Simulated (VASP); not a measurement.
# Ba (Im-3m) in VASP: single point with PBE

Aim: the single point of Ba with PBE.

All numbers are computed with VASP 6.6.1; they aren't measurements. Logs are shortened: lines on timing, memory, paths and dates and some standing lists are left out, and cuts for length are marked.

**1. The cell of the first run**

It takes space group Im-3m (No. 229, cubic). Conventional cell: a = 5.013 Å, b = 5.013 Å, c = 5.013 Å, α = 90.00°, β = 90.00°, γ = 90.00°. Ba (site symmetry m-3m) has 14 Ba at 4.34 to 5.01 Å within 5.7 Å.

**2. Single point, PBE**

INCAR

```
SYSTEM = Ba
PREC = Accurate ; ENCUT = 520
EDIFF = 1E-7 ; ISMEAR = 0
SIGMA = 0.1 ; LREAL = .FALSE.
LASPH = .TRUE. ; NELM = 60
ALGO = Fast ; ISIF = 2
LWAVE = .FALSE. ; LCHARG = .FALSE.
GGA = PE ; NBANDS = 11
```

KPOINTS

```
regular mesh
0
G
  12 12 12
  0 0 0
```

POSCAR

```
Ba
1.0
   -2.5065000000      2.5065000000      2.5065000000
    2.5065000000     -2.5065000000      2.5065000000
    2.5065000000      2.5065000000     -2.5065000000
Ba
1
Direct
    0.0000000000      0.0000000000      0.0000000000
```

Potentials or basis: VASP PAW PBE potentials, release 64 (Ba_sv).

Started as:

```
> cat potpaw_PBE.64/Ba_sv/POTCAR > POTCAR
> mpirun -np 1 vasp_std > vasp.out
```

OUTCAR:

```text
SYSTEM = Ba
   PREC = Accurate
   ENCUT = 520
   EDIFF = 1E-7
   ISMEAR = 0
   LREAL = .FALSE.
   LASPH = .TRUE.
   NELM = 60
   ISIF = 2
   GGA = PE

 ion  position               nearest neighbor table
   1  0.000  0.000  0.000-

  LATTYP: Found a body centered cubic cell.
 ALAT       =     5.0130000000

  Lattice vectors:

 A1 = (  -2.5065000000,   2.5065000000,   2.5065000000)
 A2 = (   2.5065000000,  -2.5065000000,   2.5065000000)
 A3 = (   2.5065000000,   2.5065000000,  -2.5065000000)

Analysis of symmetry for initial positions (statically):
=====================================================================
 Subroutine PRICEL returns:
 Original cell was already a primitive cell.

 Routine SETGRP: Setting up the symmetry group for a
 body centered cubic supercell.

 Subroutine GETGRP returns: Found 48 space group operations
 (whereof 48 operations were pure point group operations)
 out of a pool of 48 trial point group operations.

The static configuration has the point symmetry O_h .

Analysis of symmetry for dynamics (positions and initial velocities):
=====================================================================
 Subroutine PRICEL returns:
 Original cell was already a primitive cell.

 Routine SETGRP: Setting up the symmetry group for a
 body centered cubic supercell.

 Subroutine GETGRP returns: Found 48 space group operations
 (whereof 48 operations were pure point group operations)
 out of a pool of 48 trial point group operations.

The dynamic configuration has the point symmetry O_h .

 Subroutine INISYM returns: Found 48 space group operations
 (whereof 48 operations are pure point group operations),
 and found     1 'primitive' translations

----------------------------------------------------------------------------------------

                                     Primitive cell

  volume of cell :      62.9888

  direct lattice vectors                    reciprocal lattice vectors
    -2.506500000  2.506500000  2.506500000     0.000000000  0.199481348  0.199481348
     2.506500000 -2.506500000  2.506500000     0.199481348  0.000000000  0.199481348
     2.506500000  2.506500000 -2.506500000     0.199481348  0.199481348  0.000000000

  length of vectors
     4.341385349  4.341385349  4.341385349     0.282109228  0.282109228  0.282109228

  position of ions in fractional coordinates (direct lattice)
     0.000000000  0.000000000  0.000000000

  ion indices of the primitive-cell ions
   primitive index   ion index
                 1           1

----------------------------------------------------------------------------------------

 KPOINTS: regular mesh

Automatic generation of k-mesh.
 Grid dimensions read from file:
 generate k-points for:   12   12   12

 Generating k-lattice:

  Cartesian coordinates                     Fractional coordinates (reciprocal lattice)
     0.000000000  0.016623446  0.016623446     0.083333333  0.000000000  0.000000000
     0.016623446  0.000000000  0.016623446     0.000000000  0.083333333  0.000000000
     0.016623446  0.016623446  0.000000000     0.000000000  0.000000000  0.083333333

  Length of vectors
     0.023509102  0.023509102  0.023509102

  Shift w.r.t. Gamma in fractional coordinates (k-lattice)
     0.000000000  0.000000000  0.000000000

 Subroutine IBZKPT returns following result:
 ===========================================

 Found     72 irreducible k-points:

 Following reciprocal coordinates:
            Coordinates               Weight
  0.000000  0.000000  0.000000      1.000000
  0.083333  0.000000  0.000000     12.000000
  0.166667  0.000000  0.000000     12.000000
  0.250000  0.000000  0.000000     12.000000
  0.333333  0.000000  0.000000     12.000000
  0.416667  0.000000  0.000000     12.000000
[... 16 lines left out ...]
  0.333333  0.083333  0.083333     24.000000
  0.416667  0.083333  0.083333     12.000000
 [... further k-points ...]
   k-points           NKPTS =     72   k-points in BZ     NKDIM =     72   number of bands    NBANDS=     11
   number of dos      NEDOS =    301   number of ions     NIONS =      1
   total plane-waves  NPLWV =  32768
   dimension x,y,z NGX =    32 NGY =   32 NGZ =   32
   dimension x,y,z NGXF=    64 NGYF=   64 NGZF=   64
   ions per type =               1
   NGX,Y,Z   is equivalent  to a cutoff of  12.25, 12.25, 12.25 a.u.
   NGXF,Y,Z  is equivalent  to a cutoff of  24.51, 24.51, 24.51 a.u.
 SYSTEM =  Ba
   PREC   = accura    normal or accurate (medium, high low for compatibility)
   ISTART =      0    job   : 0-new  1-cont  2-samecut
   ICHARG =      2    charge: 1-file 2-atom 10-const
   ISPIN  =      1    spin polarized calculation?
   LNONCOLLINEAR =      F non collinear calculations
   LSORBIT =      F    spin-orbit coupling
   LASPH  =      T    aspherical Exc in radial PAW
   ENCUT  =  520.0 eV  38.22 Ry    6.18 a.u.   8.07  8.07  8.07*2*pi/ulx,y,z
   NELM   =     60;   NELMIN=  2; NELMDL= -5     # of ELM steps
   EDIFF  = 0.1E-06   stopping-criterion for ELM
   LREAL  =      F    real-space projection
   EDIFFG = 0.1E-05   stopping-criterion for IOM
   NSW    =      0    number of steps for IOM
   IBRION =     -1    ionic relax: 0-MD 1-quasi-New 2-CG
   NFREE  =      0    steps in history (QN), initial steepest desc. (CG)
   ISIF   =      2    stress and relaxation
   ISYM   =      2    0-nonsym 1-usesym 2-fastsym
   POTIM  = 0.5000    time-step for ionic-motion
   TEBEG  =    0.0;   TEEND  =   0.0 temperature during run
   PSTRESS=    0.0 pullay stress
   NELECT =      10.0000    total number of electrons
   NUPDOWN=      -1.0000    fix difference up-down
   EMIN   =  10.00;   EMAX   =-10.00  energy-range for DOS
   EFERMI =   0.00;   METHOD = LEGACY
   ISMEAR =     0;   SIGMA  =   0.10  broadening in eV -4-tet -1-fermi 0-gaus
   EFERMI_NEDOS =   21; number of points for ismear=-14 and -15
   IALGO  =     68    algorithm
   IMIX   =      4    mixing-type and parameters
     AMIX     =   0.40;   BMIX     =  1.00
     AMIX_MAG =   1.60;   BMIX_MAG =  1.00
  volume/ion in A,a.u.               =      62.99       425.07
  Fermi-wavevector in a.u.,A,eV,Ry     =   0.886449  1.675146 10.691349  0.785792
  Thomas-Fermi vector in A             =   2.007617
   LORBIT       =      0    0 simple, 1 ext, 2 COOP (PROOUT), +10 PAW based schemes
   GGA     = PE    functional components
   LHFCALC =     F    Hartree Fock is set to
   AEXX    =    0.0000 exact exchange contribution
   IVDW    =     0    specifies the selected vdW correction
   LEPSILON=     F    determine dielectric tensor
   LRPA    =     F    only Hartree local field effects (RPA)
 non-spin polarized calculation
 RMM-DIIS sequential band-by-band and
 Gauss-broadening in eV      SIGMA  =   0.10
  energy-cutoff  :      520.00
  volume of cell :       62.99
 maximum number of plane-waves:      1724
   NGX = 17   NGY = 17   NGZ = 17

 number of electron      10.0000000 magnetization

 number of electron       9.9999999 magnetization

 Free energy of the ion-electron system (eV)
  ---------------------------------------------------
  ext. energy  EPLUGINS =         0.00000000
  ---------------------------------------------------
  free energy    TOTEN  =        -1.91075312 eV

  energy without entropy =       -1.90445731  energy(sigma->0) =       -1.90760522

 E-fermi :   1.6441     XC(G=0):  -7.4095

 val. band max:        1.6334855770   @ k =   0.2500   0.1667   0.1667
 cond. band min:       1.6748599460   @ k =  -0.4167  -0.4167   0.1667
 fundamental gap:      0.0413743690
 Fermi energy:         1.6440527423

 k-point     1 :       0.0000    0.0000    0.0000
  band No.  band energies     occupation
      1     -27.2377      2.00000
      2     -12.1871      2.00000
      3     -12.1871      2.00000
      4     -12.1871      2.00000
      5      -1.1037      2.00000
      6       3.4777      0.00000
      7       3.4777      0.00000
      8       3.4777      0.00000
      9       4.8789      0.00000
     10       4.8789      0.00000
     11       8.5826      0.00000

 k-point     2 :       0.0833    0.0000    0.0000
  band No.  band energies     occupation
      1     -27.2348      2.00000
      2     -12.2202      2.00000
      3     -12.1972      2.00000
      4     -12.1873      2.00000
      5      -0.9735      2.00000
      6       3.3706      0.00000
      7       3.4205      0.00000
      8       3.6102      0.00000
      9       4.7061      0.00000
     10       4.8703      0.00000
     11       8.7407      0.00000

 k-point     3 :       0.1667    0.0000    0.0000
  band No.  band energies     occupation
      1     -27.2269      2.00000
      2     -12.3088      2.00000
      3     -12.2248      2.00000
      4     -12.1878      2.00000
      5      -0.6087      2.00000
      6       3.1118      0.00000
      7       3.1713      0.00000
      8       4.0010      0.00000
      9       4.5446      0.00000
     10       4.8726      0.00000
     11       9.0286      0.00000

 k-point     4 :       0.2500    0.0000    0.0000
  band No.  band energies     occupation
      1     -27.2161      2.00000
      2     -12.4257      2.00000
      3     -12.2621      2.00000
      4     -12.1886      2.00000
      5      -0.0928      2.00000
      6       2.8070      0.00000
      7       2.8147      0.00000
      8       4.6292      0.00000
      9       4.6366      0.00000
     10       4.9378      0.00000
     11       8.8994      0.00000

 k-point     5 :       0.3333    0.0000    0.0000
  band No.  band energies     occupation
      1     -27.2052      2.00000
      2     -12.5383      2.00000
      3     -12.2987      2.00000
      4     -12.1894      2.00000
      5       0.4081      2.00000
      6       2.5613      0.00000
      7       2.6147      0.00000
      8       4.8151      0.00000
      9       5.0935      0.00000
     10       5.4509      0.00000
     11       8.2205      0.00000
[... 211 lines left out ...]
 k-point    21 :       0.1667    0.0833    0.0833
  band No.  band energies     occupation
      1     -27.2129      2.00000
      2     -12.4591      2.00000
      3     -12.2522      2.00000
      4     -12.2140      2.00000
      5       0.1260      2.00000
      6       2.6121      0.00000
      7       2.6414      0.00000
      8       4.7671      0.00000
      9       4.9835      0.00000
     10       5.0818      0.00000
     11       9.2341      0.00000

 k-point    22 :       0.2500    0.0833    0.0833
  band No.  band energies     occupation
      1     -27.2033      2.00000
      2     -12.5412      2.00000
      3     -12.3020      2.00000
      4     -12.2173      2.00000
      5       0.6502      2.00000
      6       2.4267      0.00000
      7       2.4373      0.00000
      8       4.9075      0.00000
      9       5.1820      0.00000
     10       5.8746      0.00000
     11       8.5441      0.00000

 k-point    23 :       0.3333    0.0833    0.0833
  band No.  band energies     occupation
      1     -27.1962      2.00000
      2     -12.5968      2.00000
      3     -12.3412      2.00000
      4     -12.2197      2.00000
      5       0.9597      2.00000
      6       2.2947      0.00000
      7       2.5653      0.00000
      8       4.9948      0.00000
      9       5.3648      0.00000
     10       6.6387      0.00000
     11       7.8039      0.00000

 k-point    24 :       0.4167    0.0833    0.0833
  band No.  band energies     occupation
      1     -27.1936      2.00000
      2     -12.6164      2.00000
      3     -12.3560      2.00000
      4     -12.2206      2.00000
      5       1.0285      2.00000
      6       2.2503      0.00000
      7       2.7313      0.00000
      8       4.9762      0.00000
      9       5.4525      0.00000
     10       7.1396      0.00000
     11       7.3132      0.00000

 [... further k-points ...]

------------------------ aborting loop because EDIFF is reached ----------------------------------------

  FORCE on cell =-STRESS in cart. coord.  units (eV):
  Direction    XX          YY          ZZ          XY          YZ          ZX
  --------------------------------------------------------------------------------------
  -------------------------------------------------------------------------------------
  Total        0.0354173      0.0354173      0.0354173      0.0000000      0.0000000     -0.0000000
  in kB        0.9008726      0.9008726      0.9008726      0.0000000      0.0000000     -0.0000000
  external PRESSURE =       0.9008726 kB  Pullay stress =       0.0000000 kB

 VOLUME and BASIS-vectors are now :
 -----------------------------------------------------------------------------
  energy-cutoff  :      520.00
  volume of cell :       62.99
      direct lattice vectors                 reciprocal lattice vectors
    -2.506500000  2.506500000  2.506500000     0.000000000  0.199481348  0.199481348
     2.506500000 -2.506500000  2.506500000     0.199481348  0.000000000  0.199481348
     2.506500000  2.506500000 -2.506500000     0.199481348  0.199481348  0.000000000

 POSITION                                       TOTAL-FORCE (eV/Angst)
 -----------------------------------------------------------------------------------
      0.00000      0.00000      0.00000         0.000000      0.000000     -0.000000
 -----------------------------------------------------------------------------------
    total drift:                                0.000000      0.000000     -0.000000

  FREE ENERGIE OF THE ION-ELECTRON SYSTEM (eV)
  ---------------------------------------------------
  free  energy   TOTEN  =        -1.9107531233 eV

  energy  without entropy=       -1.9044573104  energy(sigma->0) =       -1.90760522
```

Run time: 43 s. Hardware: 1 thread of AMD EPYC 7R43 (Zen 3), shared host; peak memory 0.17 GiB.

What came out:

| Quantity | Value |
| --- | --- |
| Free energy | -1.9108 eV |
| Pressure | 0.1 GPa |
| Band gap on the k mesh | zero (band 5 reaches 2.17 eV, above the bottom of band 6 at 1.10 eV) |

Caveat: spin-orbit coupling is left out, which moves the levels of the heavy elements.
